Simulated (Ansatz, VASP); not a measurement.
**One calculation of Al, two programs**

The input POSCAR:

```
Al
1.0
    2.8633495052      0.0000000000      0.0000000000
   -1.4316747526      2.4797334114      0.0000000000
    0.0000000000      0.0000000000      4.6758497419
Al
2
Direct
    0.3333333333      0.6666666667      0.2500000000
    0.6666666667      0.3333333333      0.7500000000
```

File INCAR.step1:

```
SYSTEM = Al
PREC     = Accurate       ! precision mode
ENCUT    = 550            ! plane-wave cutoff, eV
ISMEAR   = 0              ! smearing method
SIGMA    = 0.1            ! smearing width, eV
LREAL    = .FALSE.        ! projectors in reciprocal space
LASPH    = .TRUE.         ! aspherical terms in the spheres
NELM     = 120            ! most SCF steps
NBANDS   = 10             ! bands
GGA      = PE             ! functional
ALGO     = Normal         ! electronic algorithm
EDIFF    = 1E-5           ! SCF threshold, eV
LWAVE    = .TRUE.         ! write WAVECAR
LCHARG   = .FALSE.        ! write CHGCAR
GGA_COMPAT= .FALSE.
```

INCAR.step2

```
SYSTEM = Al
PREC     = Accurate       ! precision mode
ENCUT    = 550            ! plane-wave cutoff, eV
EDIFF    = 1E-6           ! SCF threshold, eV
ISMEAR   = 0              ! smearing method
SIGMA    = 0.1            ! smearing width, eV
LREAL    = .FALSE.        ! projectors in reciprocal space
LASPH    = .TRUE.         ! aspherical terms in the spheres
NELM     = 120            ! most SCF steps
ALGO     = Normal         ! electronic algorithm
ISIF     = 2              ! what is computed and relaxed
LWAVE    = .FALSE.        ! write WAVECAR
LCHARG   = .FALSE.        ! write CHGCAR
METAGGA  = R2SCAN         ! meta-GGA
LMIXTAU  = .TRUE.       
LUSE_VDW = .TRUE.       
IVDW_NL  = 2            
BPARAM   = 11.95        
CPARAM   = 0.0093       
NBANDS   = 10             ! bands
ISTART   = 1            
GGA_COMPAT= .FALSE.
```

Contents of KPOINTS:

```
regular mesh
0
G
  9 9 4
  0 0 0
```

Input for Ansatz:

```yaml
crystal:
  lattice:
    - [2.8633495052, 0.0, 0.0]
    - [-1.4316747526, 2.4797334114, 0.0]
    - [0.0, 0.0, 4.6758497419]
  atoms:
    - { symbol: Al, position: [0.3333333333, 0.6666666667, 0.25] }
    - { symbol: Al, position: [0.6666666667, 0.3333333333, 0.75] }
basis:
  ecutwfc: 500
kpoints:
  mp_grid: { grid: [9, 9, 4] }
hamiltonian:
  xc: r2scan
  dispersion: rvv10
scf:
  occupations: { method: gaussian, width: 0.1 }
output:
  forces: true
  stress: true
  eigenvalues: true
```

Alike in both runs: task single point; functional r2SCAN; dispersion rVV10; k mesh 9 × 9 × 4; occupations gaussian, width 0.1 eV; no spin polarisation.

|  | VASP | Ansatz |
| --- | --- | --- |
| version | VASP 6.6.1 | Ansatz 0.2.0 |
| potentials or method | VASP PAW PBE potentials, release 64 (Al), cutoff 550 eV | scalar-relativistic, plane waves, PAW |
| valence electrons in the cell | 6 | 6 |

Ansatz gave:

```
gap on the k mesh at the Fermi level (eV)                     : none
pressure (GPa)                                                : -2.9
traceless stress, the component that is largest in VASP (GPa) : -1.38
```

Question: What did VASP give for the same quantities?

Answer: gap on the k mesh at the Fermi level (eV): none; pressure (GPa): -3.2; traceless stress, the component that is largest in VASP (GPa): -1.37.

VASP's potentials were made for PBE, not for r2SCAN. A gap of «none» marks a metal or a gap that the smearing closes.
